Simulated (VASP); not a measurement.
A run of VASP 6.6.1 is set up as follows.

The input INCAR:

```
PREC = Accurate ; ENCUT = 520
EDIFF = 1E-7 ; ISMEAR = 0
SIGMA = 0.1 ; LREAL = False
LASPH = True ; NELM = 80
ALGO = Normal ; ISIF = 2
LWAVE = False ; LCHARG = True
GGA = PE ; LELF = True
LVHAR = True ; NBANDS = 31
```

KPOINTS

```
regular mesh
0
Gamma
  12 12 8
```

The input POSCAR:

```
MgCd2Se3
1.0
    5.2915546985      0.0000000000      0.0000000000
   -2.6457773492      4.5826207944      0.0000000000
    0.0000000000      0.0000000000      5.5540752308
Mg Cd Se
1 2 3
Direct
    0.0000000000      0.0000000000      0.0000000000
    0.3333333333      0.6666666667      0.5000000000
    0.6666666667      0.3333333333      0.5000000000
    0.3333333333      0.6666666667      0.0000000000
    0.6666666667      0.3333333333      0.0000000000
    0.0000000000      0.0000000000      0.5000000000
```

Potentials or basis: VASP PAW PBE potentials, release 64 (Mg, Cd, Se).

Launch:

```bash
$ cat potpaw_PBE.64/Mg/POTCAR potpaw_PBE.64/Cd/POTCAR potpaw_PBE.64/Se/POTCAR > POTCAR
$ mpirun -np 1 vasp_std > vasp.out
```

Task: Predict the band gap on the k mesh.

Result: Zero (bands 22 and 23 overlap by 2.22 eV).

Task: Estimate the pressure.

Result: 0.2 GPa.

Stress tensor (GPa, compression positive):
```
0.09 0.00 0.00
0.00 0.09 0.00
0.00 0.00 0.28
```
